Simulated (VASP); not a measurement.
Write the native input for VASP 6.6.1 that does the following.

```yaml
Task: single point
Functional: BLYP
Potentials_or_basis: VASP PAW PBE potentials, release 64 (C)
Cutoff: 520 eV
k_mesh: 20 × 20 × 20
Occupations: fermi-dirac, width 0.1 eV
Spin: no spin polarisation
Dipole_correction: no
Further_INCAR_settings: ALGO = Normal; EDIFF = 1e-06; NBANDS = 8
```

The structure of C lies in POSCAR:

```
C
1.0
   -1.2483346475      1.2483346475      1.2483346475
    1.2483346475     -1.2483346475      1.2483346475
    1.2483346475      1.2483346475     -1.2483346475
C
1
Direct
    0.0000000000      0.0000000000      0.0000000000
```

This cell differs from its parent crystal: volume scaled by 1.04.

The input as run:

INCAR

```
SYSTEM = C
PREC = Accurate
ENCUT = 520
EDIFF = 1E-6
ISMEAR = -1
SIGMA = 0.1
LREAL = .False.
LASPH = .True.
NELM = 80
ALGO = Normal
ISIF = 2
LWAVE = .False.
LCHARG = .False.
GGA = B5
ALDAX = 1.0
AGGAX = 1.0
AGGAC = 1.0
ALDAC = 0.0
NBANDS = 8
```

KPOINTS

```
regular mesh
0
Gamma
  20 20 20
  0 0 0
```

Potentials or basis: VASP PAW PBE potentials, release 64 (C).

The run is started by

```console
$ cat potpaw_PBE.64/C/POTCAR > POTCAR
$ mpirun -np 1 vasp_std > vasp.out
```

It gave:

```yaml
Pressure: -4.5 GPa
Band_gap_on_the_k_mesh: zero (band 2 reaches 14.35 eV, above the bottom of band 3 at 2.89 eV)
```

Caveat: the PAW data sets were made with another functional, which shifts forces and pressure a little.

Wall time 7.7 s on 1 thread of Intel Xeon 8259CL (shared host), peak memory 0.11 GiB.
